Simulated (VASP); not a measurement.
The system is HfH.

```
Hf H
1.0
     0.00000    2.41570    2.41570
     2.41570    0.00000    2.41570
     2.41570    2.41570    0.00000
Hf H
1 1
Direct
  0.00000 0.00000 0.00000
  0.50000 0.50000 0.50000
```

The cell was generated, and may not be a known phase.

| Property | Result |
| --- | --- |
| Program | VASP 6.6.1 |
| Task | relaxation of cell and atoms |
| Functional | PBE |
| Potentials or basis | VASP PAW PBE potentials, release 64 (Hf_pv, H) |
| Cutoff | 600 eV |
| k mesh | 6 × 6 × 6 |
| Occupations | gaussian, width 0.1 eV |
| Spin | no spin polarisation |

At the start: pressure -17.3 GPa; volume 14.10 Å³/atom.

Problem. How do energy, volume and symmetry change on relaxing?

Solution. Over 3 steps the energy falls by 161.0 meV/atom and the volume is 11.54 Å³/atom (-18.1 %); space group Fm-3m (No. 225, to 0.1 Å) before and after.

Step by step:
| step | energy change (eV) | largest force (eV/Å) | pressure (GPa) | volume (Å³) |
| --- | --- | --- | --- | --- |
| 1 | 0.0000 | 0.0000 | -17.26 | 28.19 |
| 2 | -0.3148 | 0.0000 | 3.85 | 22.44 |
| 3 | -0.3220 | 0.0000 | -0.02 | 23.08 |

Final structure:
```cif
data_structure
_symmetry_space_group_name_H-M 'P 1'
_symmetry_Int_Tables_number 1
_cell_length_a 3.1957
_cell_length_b 3.1957
_cell_length_c 3.1957
_cell_angle_alpha 60.000
_cell_angle_beta 60.000
_cell_angle_gamma 60.000
_cell_volume 23.08
loop_
_atom_site_label
_atom_site_type_symbol
_atom_site_fract_x
_atom_site_fract_y
_atom_site_fract_z
_atom_site_occupancy
Hf1 Hf 0.00000 0.00000 0.00000 1
H1 H 0.50000 0.50000 0.50000 1
```

Caveat: the k points lie up to 0.40 Å⁻¹ apart in the final cell, too coarse for converged energies and pressures of a metal; the volume moved by over 15 % at a fixed basis, so the end points are rough; an odd number of electrons without spin polarisation forces a metal; a magnetic or distorted state may lie lower.
